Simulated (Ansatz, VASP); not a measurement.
AlFe in VASP and in Ansatz

Contents of INCAR:

```
SYSTEM = AlFe
PREC     = Accurate       ! precision mode
ENCUT    = 520            ! plane-wave cutoff, eV
EDIFF    = 1E-7           ! SCF threshold, eV
ISMEAR   = 1              ! smearing method
SIGMA    = 0.1            ! smearing width, eV
LREAL    = .FALSE.        ! projectors in reciprocal space
LASPH    = .TRUE.         ! aspherical terms in the spheres
NELM     = 150            ! most SCF steps
ALGO     = Normal         ! electronic algorithm
ISIF     = 2              ! what is computed and relaxed
LWAVE    = .FALSE.        ! write WAVECAR
LCHARG   = .FALSE.        ! write CHGCAR
ISPIN    = 2              ! spin polarisation
MAGMOM   = 0 0 3.5 -3.5   ! initial moments
LORBIT   = 11             ! projections on sites
LMAXMIX  = 4              ! l up to which the mixer works
GGA      = PE             ! functional
IVDW     = 13             ! dispersion correction
NBANDS   = 23             ! bands
```

KPOINTS

```
Automatic mesh
0
G
  10 5 10
  0 0 0
```

POSCAR

```
AlFe
1.0
    2.9100000000      0.0000000000      0.0000000000
    0.0000000000      5.8200000000      0.0000000000
    0.0000000000      0.0000000000      2.9100000000
Al Fe
2 2
Direct
    0.0000000000      0.0000000000      0.0000000000
    0.0000000000      0.5000000000      0.0000000000
    0.5000000000      0.2500000000      0.5000000000
    0.5000000000      0.7500000000      0.5000000000
```

Input for Ansatz:

```yaml
crystal:
  lattice:
    - [2.91, 0.0, 0.0]
    - [0.0, 5.82, 0.0]
    - [0.0, 0.0, 2.91]
  atoms:
    - { symbol: Al, position: [0.0, 0.0, 0.0] }
    - { symbol: Fe, position: [0.5, 0.25, 0.5], spin: 3.5 }
    - { symbol: Al, position: [0.0, 0.5, 0.0] }
    - { symbol: Fe, position: [0.5, 0.75, 0.5], spin: -3.5 }
basis:
  ecutwfc: 420.0
kpoints:
  mp_grid:
    grid: [10, 5, 10]
    shift: [0.0, 0.0, 0.0]
hamiltonian:
  xc: pbe
  dispersion: d4
  pseudopotentials:
    kind: paw
magnetization:
  spin_polarized: true
scf:
  convergence:
    dr2_threshold: 1.0e-08
  occupations:
    method: methfessel_paxton
output:
  eigenvalues: true
```

Alike in both runs: task single point; functional PBE; dispersion D4; k mesh 10 × 5 × 10; collinear spin.

|  | VASP | Ansatz |
| --- | --- | --- |
| version | VASP 6.6.1 | Ansatz 0.2.0 |
| potentials or method | VASP PAW PBE potentials, release 64 (Al, Fe), cutoff 520 eV | plane waves, PAW |
| occupations | methfessel-paxton of order 1, width 0.1 eV | methfessel-paxton of order 1 |
| valence electrons in the cell | 22 | 38 |

```tsv
	VASP	Ansatz	Ansatz less VASP
gap on the k mesh at the Fermi level (eV)	none	none	-
net moment per atom (μB)	0.00	0.00	0.000
size of the moment on the site where the two differ most (μB)	0.67	0.67	+0.004
```

Site moments also hang on the region over which each program counts them. A gap of «none» marks a metal or a gap that the smearing closes. VASP's potentials hold 22 valence electrons a cell and Ansatz's 38, so a difference there can come from the potentials and not from the codes. Ansatz's warnings: look outside group, stability check not made.
